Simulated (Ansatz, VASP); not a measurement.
**Sb2Se3 in VASP and in Ansatz**

```
CELL_PARAMETERS angstrom
7.34410 0.00000 0.00000
0.00000 7.34410 0.00000
0.00000 0.00000 5.69755
ATOMIC_POSITIONS crystal
Sb 0.75000 0.75000 0.75000
Sb 0.25000 0.25000 0.75000
Sb 0.75000 0.25000 0.25000
Sb 0.25000 0.75000 0.25000
Se 0.50000 0.00000 0.99965
Se 0.50000 0.00000 0.49965
Se 0.00000 0.50000 0.50035
Se 0.00000 0.50000 0.00035
Se 0.00000 0.00000 0.00000
Se 0.50000 0.50000 0.50000
```

Alike in both runs: functional PBE; k mesh 2 × 2 × 2; occupations gaussian, width 0.15 eV; no spin polarisation.

Ansatz relaxed the structure, and its values are those at the end. VASP's run is a single point on that final structure, the one shown.

|  | VASP | Ansatz |
| --- | --- | --- |
| version | VASP 6.6.1 | Ansatz 0.2.0 |
| potentials or method | VASP PAW PBE potentials, release 64 (Sb, Se), cutoff 500 eV | scalar-relativistic, plane waves, PAW |
| valence electrons in the cell | 56 | 156 |

|  | VASP | Ansatz | Ansatz less VASP |
| --- | --- | --- | --- |
| gap on the k mesh at the Fermi level (eV) | none | none | - |
| pressure (GPa) | 0.0 | 0.0 | +0.07 |

A gap of «none» marks a metal or a gap that the smearing closes. VASP's potentials hold 56 valence electrons a cell and Ansatz's 156, so a difference there can come from the potentials and not from the codes.

The k mesh is coarse, so the values compare programs but aren't converged. Spin-orbit coupling is off throughout.
